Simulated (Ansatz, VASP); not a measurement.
## Two plane-wave programs on BN

```
CELL_PARAMETERS angstrom
2.41009 0.00000 0.00000
-1.20505 2.08720 0.00000
0.00000 0.00000 6.66120
ATOMIC_POSITIONS crystal
B 0.33333 0.66667 0.25000
B 0.66667 0.33333 0.75000
N 0.33333 0.66667 0.75000
N 0.66667 0.33333 0.25000
```

Change from the starting cell: strain -0.0375 x Voigt [1, 1, 0, 0, 0, 0], atoms carried along.

Alike in both runs: task single point; functional r2SCAN; k mesh 12 × 12 × 4; occupations gaussian, width 0.05 eV; no spin polarisation.

```csv
,VASP,Ansatz
version,VASP 6.6.1,Ansatz 0.2.0
potentials or method,"VASP PAW PBE potentials, release 64 (B, N), cutoff 520 eV","scalar-relativistic, plane waves, PAW"
valence electrons in the cell,16,16
```

```csv
,VASP,Ansatz,Ansatz less VASP
gap on the k mesh at the Fermi level (eV),5.07,5.02,-0.044
least direct gap on the mesh (eV),5.64,5.60,-0.041
pressure (GPa),32.8,32.3,-0.46
"traceless stress, the component that is largest in VASP (GPa)",-32.18,-31.38,+0.808
```

VASP's potentials were made for PBE, not for r2SCAN. Both programs put the cell under a high pressure, so it lies far from rest at this level. With one functional, cell and mesh, what is left measures potentials, basis and numerics.
